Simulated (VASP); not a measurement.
Runs of VASP 6.6.1 on ZrH3. Symmetry: Pm-3m, No. 221, cubic system. The conventional cell has a = 3.126 Å, b = 3.126 Å, c = 3.126 Å, α = 90.00°, β = 90.00°, γ = 90.00°. Zr (site symmetry m-3m) has 12 H at 2.21 Å within 2.9 Å. H (site symmetry 4/mmm) has 4 Zr at 2.21 Å and 8 H at 2.21 Å within 2.9 Å. 

```tsv
k mesh	gap on the mesh (eV)	pressure (GPa)
3 × 3 × 3	none	-2.2
6 × 6 × 6	none	-3.2
7 × 7 × 7	none	-3.5
4 × 4 × 4	none	-2.2
5 × 5 × 5	none	(a)
```

Alike in all rows: task single point; level r2SCAN+D3(BJ); potentials or basis VASP PAW PBE potentials, release 64 (Zr_sv, H); no spin polarisation; cell as given; cutoff (eV) 520; smearing fermi-dirac 0.3 eV.

Estimate the missing entries.

(a) -2.7.

Caveats: some runs use coarse meshes; three body term missing; the PAW data sets were made with another functional, which shifts forces and pressure a little; pairwise dispersion overbinds metals, which lowers pressure and volume.

A k mesh can miss the band edges, and the runs leave out spin-orbit coupling on Zr.

A gap of «none» marks levels without a gap at the run's occupations.
